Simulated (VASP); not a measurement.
# NiO (Fm-3m) in VASP: single point with PBEsol+U

Aim: the single point of NiO with PBEsol+U.

All numbers are computed with VASP 6.6.1; they aren't measurements. Logs are shortened: lines on timing, memory, paths and dates and some standing lists are left out, and cuts for length are marked.

## 1. The cell of the first run

Symmetry: Fm-3m, No. 225, cubic system. The conventional cell has a = 4.190 Å, b = 4.190 Å, c = 4.190 Å, α = 90.00°, β = 90.00°, γ = 90.00°. Within 2.8 Å of Ni (site symmetry m-3m) lie 6 O at 2.09 Å. Within 2.8 Å of O (site symmetry m-3m) lie 6 Ni at 2.09 Å.

## 2. Single point, PBEsol+U, non-collinear spin, typed start, spin-orbit coupling

Contents of INCAR:

```
PREC = Accurate
ENCUT = 520
EDIFF = 1E-6
ISMEAR = -1
SIGMA = 0.0989
LREAL = F
LASPH = T
NELM = 150
ALGO = Normal
ISIF = 2
LWAVE = F
LCHARG = F
MAGMOM = 0 1.414 1.414 0 0 0
LORBIT = 11
LSORBIT = T
GGA_COMPAT = F
LORBMOM = T
LMAXMIX = 4
LDAU = T
LDAUTYPE = 2
LDAUL = 2 -1
LDAUU = 1.56 0
LDAUJ = 0 0
LDAUPRINT = 1
GGA = PS
NBANDS = 28
```

Contents of KPOINTS:

```
regular mesh
0
Gamma
  9 9 9
```

Contents of POSCAR:

```
NiO
1.0
    0.0000000000      2.0949070000      2.0949070000
    2.0949070000      0.0000000000      2.0949070000
    2.0949070000      2.0949070000      0.0000000000
Ni O
1 1
Direct
    0.0000000000      0.0000000000      0.0000000000
    0.5000000000      0.5000000000      0.5000000000
```

Potentials or basis: VASP PAW PBE potentials, release 64 (Ni, O).

Started as:

```sh
> cat potpaw_PBE.64/Ni/POTCAR potpaw_PBE.64/O/POTCAR > POTCAR
> mpirun -np 1 vasp_ncl > vasp.out
```

OUTCAR:

```text
PREC = Accurate
   ENCUT = 520
   EDIFF = 1E-6
   ISMEAR = -1
   LREAL = F
   LASPH = T
   NELM = 150
   ISIF = 2
   LORBIT = 11
   LSORBIT = T
   GGA = PS

 ion  position               nearest neighbor table
   1  0.000  0.000  0.000-   2 2.09   2 2.09   2 2.09   2 2.09   2 2.09   2 2.09
   2  0.500  0.500  0.500-   1 2.09   1 2.09   1 2.09   1 2.09   1 2.09   1 2.09

  LATTYP: Found a face centered cubic cell.
 ALAT       =     4.1898140000

  Lattice vectors:

 A1 = (   0.0000000000,   2.0949070000,   2.0949070000)
 A2 = (   2.0949070000,   0.0000000000,   2.0949070000)
 A3 = (   2.0949070000,   2.0949070000,   0.0000000000)

Analysis of symmetry for initial positions (statically):
=====================================================================
 Subroutine PRICEL returns:
 Original cell was already a primitive cell.

 Routine SETGRP: Setting up the symmetry group for a
 face centered cubic supercell.

 Subroutine GETGRP returns: Found 48 space group operations
 (whereof 48 operations were pure point group operations)
 out of a pool of 48 trial point group operations.

The static configuration has the point symmetry O_h .

Analysis of symmetry for dynamics (positions and initial velocities):
=====================================================================
 Subroutine PRICEL returns:
 Original cell was already a primitive cell.

 Routine SETGRP: Setting up the symmetry group for a
 face centered cubic supercell.

 Subroutine GETGRP returns: Found 48 space group operations
 (whereof 48 operations were pure point group operations)
 out of a pool of 48 trial point group operations.

The dynamic configuration has the point symmetry O_h .

Analysis of structural, dynamic, and magnetic symmetry:
=====================================================================
 Subroutine PRICEL returns:
 Original cell was already a primitive cell.

 Routine SETGRP: Setting up the symmetry group for a
 face centered cubic supercell.

 Subroutine GETGRP returns: Found  4 space group operations
 (whereof  4 operations were pure point group operations)
 out of a pool of 48 trial point group operations.

The overall configuration has the point symmetry C_2h.

 Subroutine INISYM returns: Found  4 space group operations
 (whereof  4 operations are pure point group operations),
 and found     1 'primitive' translations

----------------------------------------------------------------------------------------

                                     Primitive cell

  volume of cell :      18.3876

  direct lattice vectors                    reciprocal lattice vectors
     0.000000000  2.094907000  2.094907000    -0.238674080  0.238674080  0.238674080
     2.094907000  0.000000000  2.094907000     0.238674080 -0.238674080  0.238674080
     2.094907000  2.094907000  0.000000000     0.238674080  0.238674080 -0.238674080

  length of vectors
     2.962645891  2.962645891  2.962645891     0.413395632  0.413395632  0.413395632

  position of ions in fractional coordinates (direct lattice)
     0.000000000  0.000000000  0.000000000
     0.500000000  0.500000000  0.500000000

  ion indices of the primitive-cell ions
   primitive index   ion index
                 1           1
                 2           2

----------------------------------------------------------------------------------------

 KPOINTS: regular mesh

Automatic generation of k-mesh.
 Grid dimensions read from file:
 generate k-points for:    9    9    9

 Generating k-lattice:

  Cartesian coordinates                     Fractional coordinates (reciprocal lattice)
    -0.026519342  0.026519342  0.026519342     0.111111111  0.000000000  0.000000000
     0.026519342 -0.026519342  0.026519342     0.000000000  0.111111111  0.000000000
     0.026519342  0.026519342 -0.026519342     0.000000000  0.000000000  0.111111111

[... 131 lines left out ...]
  0.0000 -0.0082  0.3388 -0.0000 -0.0003      0.0001  0.0000  0.0000  0.0160  0.0000
  0.0004  0.0000 -0.0000  0.9617 -0.0000      0.0000  0.0000 -0.0160 -0.0000  0.0093
 -0.0000 -0.0049 -0.0003 -0.0000  0.3387      0.0326  0.0000 -0.0000 -0.0093  0.0000

 occupancies and eigenvectors

  o =  0.2213  v = -0.0074 -0.0000 -0.0000 -0.0343  0.0000 -0.0000  0.0002 -0.4610  0.0000  0.7988      0.0000  0.0001 -0.1914  0.0000  0.3306 -0.0411  0.0000  0.0000  0.0238 -0.0001
  o =  0.2214  v =  0.0045 -0.0000  0.0001 -0.0201  0.0000 -0.0000 -0.0142 -0.7990 -0.0000 -0.4615      0.0000  0.0342 -0.3312 -0.0000 -0.1908  0.0239 -0.0000 -0.0002  0.0137 -0.0001
  o =  0.9611  v =  0.2019 -0.0001 -0.0000 -0.1558 -0.0000 -0.0000  0.6919  0.0132  0.0000 -0.0265      0.0000  0.2866  0.0098  0.0000 -0.0085 -0.4222  0.0003 -0.0000  0.4413  0.0000
  o =  0.9611  v = -0.2538 -0.0001  0.0000 -0.2867 -0.0000 -0.0001  0.0120  0.0243 -0.0001  0.0098      0.0000 -0.0291  0.0049 -0.0001  0.0130  0.6593 -0.0000  0.0000  0.6456  0.0000
  o =  0.9614  v =  0.2070  0.0002 -0.0000 -0.1979  0.0000  0.0001 -0.6118  0.0208 -0.0001 -0.0273      0.0000 -0.2534 -0.0021 -0.0001 -0.0175 -0.4869 -0.0004  0.0000  0.4907 -0.0000
  o =  0.9680  v =  0.4992  0.0004  0.0000 -0.4779  0.0000  0.0000  0.2536 -0.0102  0.0000 -0.0038      0.0000 -0.6122 -0.0017  0.0000 -0.0059  0.1766  0.0002 -0.0000 -0.2281 -0.0000
  o =  0.9682  v =  0.6452 -0.0000  0.0000  0.6598  0.0000 -0.0000 -0.0201 -0.0142  0.0000  0.0273      0.0000 -0.0083 -0.0092  0.0000  0.0094  0.2879  0.0001 -0.0000  0.2526  0.0000
  o =  0.9683  v =  0.4317 -0.0005 -0.0000 -0.4348 -0.0000 -0.0001 -0.2860  0.0315 -0.0001  0.0200      0.0000  0.6905  0.0153 -0.0001  0.0044  0.1832 -0.0002  0.0000 -0.1757  0.0000
  o =  1.0101  v =  0.0037 -0.0000  0.0003  0.0007  0.0002  0.0000 -0.0103 -0.3315 -0.0000 -0.1911      0.0000 -0.0043  0.8000 -0.0000  0.4620 -0.0026  0.0000  0.0001  0.0045  0.0001
  o =  1.0101  v = -0.0065 -0.0000 -0.0005  0.0013  0.0008 -0.0000  0.0001 -0.1915 -0.0000  0.3313      0.0000 -0.0003  0.4618 -0.0000 -0.8001  0.0047 -0.0000 -0.0002  0.0079  0.0003

 number of electron      16.0000008 magnetization       0.0000000      1.3828322      1.3828322

 Free energy of the ion-electron system (eV)
  ---------------------------------------------------
  ext. energy  EPLUGINS =         0.00000000
  ---------------------------------------------------
  free energy    TOTEN  =       -11.88913802 eV

  energy without entropy =      -11.87921702  energy(sigma->0) =      -11.88417752

 E-fermi :   7.4769     XC(G=0): -12.8717

 val. band max:        7.3874085826   @ k =   0.4444   0.0000   0.0000
 cond. band min:       7.4934577900   @ k =   0.2222   0.2222   0.0000
 fundamental gap:      0.1060492074
 Fermi energy:         7.4769196547

 k-point     1 :       0.0000    0.0000    0.0000
  band No.  band energies     occupation
      1     -12.5188      1.00000
      2     -12.0332      1.00000
      3       3.4246      1.00000
      4       3.4282      1.00000
      5       4.0418      1.00000
      6       4.0823      1.00000
[... 733 lines left out ...]
     27      27.0698      0.00000
     28      27.4803      0.00000

 [... further k-points ...]

------------------------ aborting loop because EDIFF is reached ----------------------------------------

  FORCE on cell =-STRESS in cart. coord.  units (eV):
  Direction    XX          YY          ZZ          XY          YZ          ZX
  --------------------------------------------------------------------------------------
  -------------------------------------------------------------------------------------
  Total       -0.6185742     -0.6204465     -0.6204465     -0.0000037     -0.0009886      0.0000080
  in kB      -53.8986833    -54.0618215    -54.0618215     -0.0003260     -0.0861444      0.0007001
  external PRESSURE =     -54.0074421 kB  Pullay stress =       0.0000000 kB

 VOLUME and BASIS-vectors are now :
 -----------------------------------------------------------------------------
  energy-cutoff  :      520.00
  volume of cell :       18.39
      direct lattice vectors                 reciprocal lattice vectors
     0.000000000  2.094907000  2.094907000    -0.238674080  0.238674080  0.238674080
     2.094907000  0.000000000  2.094907000     0.238674080 -0.238674080  0.238674080
     2.094907000  2.094907000  0.000000000     0.238674080  0.238674080 -0.238674080

 POSITION                                       TOTAL-FORCE (eV/Angst)
 -----------------------------------------------------------------------------------
      0.00000      0.00000      0.00000         0.000000      0.000000      0.000000
      2.09491      2.09491      2.09491        -0.000000     -0.000000      0.000000
 -----------------------------------------------------------------------------------
    total drift:                               -0.000000     -0.000000     -0.000000

  FREE ENERGIE OF THE ION-ELECTRON SYSTEM (eV)
  ---------------------------------------------------
  free  energy   TOTEN  =       -11.8891380211 eV

  energy  without entropy=      -11.8792170186  energy(sigma->0) =      -11.88417752

 orbital moment (x)

 # of ion     p       d       tot
 ----------------------------------------
  1         0.000  -0.000  -0.000
  2        -0.000   0.000  -0.000
 ----------------------------------------
           -0.000  -0.000  -0.000

 orbital moment (y)

 # of ion     p       d       tot
 ----------------------------------------
  1         0.000   0.120   0.120
  2        -0.003   0.000  -0.003
 ----------------------------------------
           -0.003   0.120   0.116

 orbital moment (z)

 # of ion     p       d       tot
 ----------------------------------------
  1         0.000   0.120   0.120
  2        -0.003   0.000  -0.003
 ----------------------------------------
           -0.003   0.120   0.116

 Spin-Orbit-Coupling matrix elements

 Ion:    1  E_soc:     -0.0237999
 l=   1
     0.0000000    -0.0002105    -0.0002122
    -0.0002105     0.0000000    -0.0002122
    -0.0002122    -0.0002122     0.0000000
 l=   2
     0.0000000    -0.0001091     0.0000000    -0.0001054    -0.0038838
    -0.0001091     0.0000000    -0.0023805    -0.0001091    -0.0007935
     0.0000000    -0.0023805     0.0000000    -0.0029187     0.0000000
    -0.0001054    -0.0001091    -0.0029187     0.0000000    -0.0009651
    -0.0038838    -0.0007935     0.0000000    -0.0009651     0.0000000
 l=   3
     0.0000000     0.0000000     0.0000000     0.0000000     0.0000000     0.0000000     0.0000000
     0.0000000     0.0000000     0.0000000     0.0000000     0.0000000     0.0000000     0.0000000
     0.0000000     0.0000000     0.0000000     0.0000000     0.0000000     0.0000000     0.0000000
     0.0000000     0.0000000     0.0000000     0.0000000     0.0000000     0.0000000     0.0000000
     0.0000000     0.0000000     0.0000000     0.0000000     0.0000000     0.0000000     0.0000000
     0.0000000     0.0000000     0.0000000     0.0000000     0.0000000     0.0000000     0.0000000
     0.0000000     0.0000000     0.0000000     0.0000000     0.0000000     0.0000000     0.0000000

 Ion:    2  E_soc:      0.0000224
 l=   1
     0.0000000     0.0000007     0.0000053
     0.0000007     0.0000000     0.0000053
     0.0000053     0.0000053     0.0000000
 l=   2
     0.0000000     0.0000000     0.0000000     0.0000000     0.0000000
     0.0000000     0.0000000     0.0000000     0.0000000     0.0000000
     0.0000000     0.0000000     0.0000000     0.0000000     0.0000000
     0.0000000     0.0000000     0.0000000     0.0000000     0.0000000
     0.0000000     0.0000000     0.0000000     0.0000000     0.0000000
 l=   3
     0.0000000     0.0000000     0.0000000     0.0000000     0.0000000     0.0000000     0.0000000
     0.0000000     0.0000000     0.0000000     0.0000000     0.0000000     0.0000000     0.0000000
     0.0000000     0.0000000     0.0000000     0.0000000     0.0000000     0.0000000     0.0000000
     0.0000000     0.0000000     0.0000000     0.0000000     0.0000000     0.0000000     0.0000000
     0.0000000     0.0000000     0.0000000     0.0000000     0.0000000     0.0000000     0.0000000
     0.0000000     0.0000000     0.0000000     0.0000000     0.0000000     0.0000000     0.0000000
     0.0000000     0.0000000     0.0000000     0.0000000     0.0000000     0.0000000     0.0000000

 total charge

# of ion       s       p       d       tot
------------------------------------------
    1        0.338   0.411   8.226   8.974
    2        1.547   3.419   0.000   4.966
--------------------------------------------------
tot          1.885   3.830   8.226  13.940

 magnetization (x)

# of ion       s       p       d       tot
------------------------------------------
    1        0.000   0.000   0.000   0.000
    2        0.000   0.000   0.000   0.000
--------------------------------------------------
tot          0.000   0.000   0.000   0.000

 magnetization (y)

# of ion       s       p       d       tot
------------------------------------------
    1        0.008   0.010   1.128   1.146
    2        0.019   0.187   0.000   0.207
--------------------------------------------------
tot          0.027   0.198   1.128   1.353

 magnetization (z)

# of ion       s       p       d       tot
------------------------------------------
    1        0.008   0.010   1.128   1.146
    2        0.019   0.187   0.000   0.207
--------------------------------------------------
tot          0.027   0.198   1.128   1.353
```

Run time: 13 min. Hardware: 1 thread of AMD EPYC 7R43 (Zen 3), shared host; peak memory 0.26 GiB.

Results:

```
Free energy                                           : -11.8891 eV
Pressure                                              : -5.4 GPa
Net moment                                            : 1.96 μB per cell
Valence electrons inside the program's atomic spheres : Ni 8.97; O 4.97
```

Moments on the atoms (μB; x, y, z):
```
Ni  0.00 1.15 1.15
O   0.00 0.21 0.21
```

Caveat: the cell stands under tension; the PAW data sets were made with another functional, which shifts forces and pressure a little; a cell with one magnetic atom can't hold antiferromagnetic order, which such compounds often take. The state reached can hang on the start; a lower one may exist.
